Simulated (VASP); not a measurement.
TaRh3:

```
Ta Rh
1.0
     3.89374    0.00000    0.00000
     0.00000    3.89374    0.00000
     0.00000    0.00000    3.89374
Ta Rh
1 3
Direct
  0.00000 0.00000 0.00000
  0.00000 0.50000 0.50000
  0.50000 0.00000 0.50000
  0.50000 0.50000 0.00000
```

```yaml
Program: VASP 6.6.1
Task: relaxation of cell and atoms
Functional: LDA
Potentials_or_basis: VASP PAW LDA potentials, release 64 (Ta_sv_GW, Rh_sv_GW)
Cutoff: 530 eV
k_mesh: 12 × 12 × 12
Occupations: fermi-dirac, width 0.15 eV
Spin: no spin polarisation
```

At the start: pressure -16.6 GPa; volume 14.76 Å³/atom.

How do energy, volume and symmetry change on relaxing?

Over 12 steps the energy falls by 46.6 meV/atom and the volume is 13.91 Å³/atom (-5.7 %); space group Pm-3m (No. 221, to 0.1 Å) before and after.

Step by step:
```tsv
step	energy change (eV)	largest force (eV/Å)	pressure (GPa)	volume (Å³)
1	0.0000	0.0000	-16.64	59.03
2	1.7284	0.0000	82.04	46.89
3	-0.1853	0.0000	-1.33	55.88
4	-0.1863	0.0000	-0.33	55.69
5	-0.1863	0.0000	0.07	55.63
6	-0.1863	0.0000	-0.17	55.67
7	-0.1863	0.0000	-0.01	55.64
8	-0.1863	0.0000	-0.03	55.64
9	-0.1863	0.0000	0.03	55.64
10	-0.1863	0.0000	0.11	55.64
11	-0.1863	0.0000	0.09	55.64
12	-0.1863	0.0000	0.01	55.64
```

Final structure:
```yaml
crystal:
  lattice:
    - [3.81768, 0.00000, 0.00000]
    - [0.00000, 3.81768, 0.00000]
    - [0.00000, 0.00000, 3.81768]
  atoms:
    - { symbol: Ta, position: [0.00000, 0.00000, 0.00000] }
    - { symbol: Rh, position: [0.00000, 0.50000, 0.50000] }
    - { symbol: Rh, position: [0.50000, 0.00000, 0.50000] }
    - { symbol: Rh, position: [0.50000, 0.50000, 0.00000] }
```
